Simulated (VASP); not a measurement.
Input of a VASP 6.6.1 run:

Contents of INCAR:

```
PREC = Accurate ; ENCUT = 520
EDIFF = 1E-8 ; ISMEAR = -1
SIGMA = 0.05 ; LREAL = F
LASPH = T ; NELM = 100
ALGO = Normal ; ISIF = 2
LWAVE = F ; LCHARG = F
GGA = PS ; LEFG = T
NBANDS = 16
```

File KPOINTS:

```
Automatic mesh
0
Gamma
  13 13 12
```

The input POSCAR:

```
WC
1.0
    2.8908006898      0.0000000000      0.0000000000
   -1.4454003449      2.5035068347      0.0000000000
    0.0000000000      0.0000000000      2.8195383909
W C
1 1
Direct
    0.0000000000      0.0000000000      0.0000000000
    0.6666666667      0.3333333333      0.5000000000
```

Potentials or basis: VASP PAW PBE potentials, release 64 (W_sv, C).

Launch:

```sh
$ cat potpaw_PBE.64/W_sv/POTCAR potpaw_PBE.64/C/POTCAR > POTCAR
$ mpirun -np 1 vasp_std > vasp.out
```

(1) Estimate the band gap on the k mesh.

(2) Predict the pressure.

## Answers

(1) zero (bands 9 and 10 overlap by 1.29 eV).

(2) 4.7 GPa.

Caveat: the cell stands under pressure; without QUAD_EFG the Cq values of the log hold for a quadrupole moment of 1 mb, not for the nuclei; the PAW data sets were made with another functional, which shifts forces and pressure a little; spin-orbit coupling is left out, which moves the levels of the heavy elements.
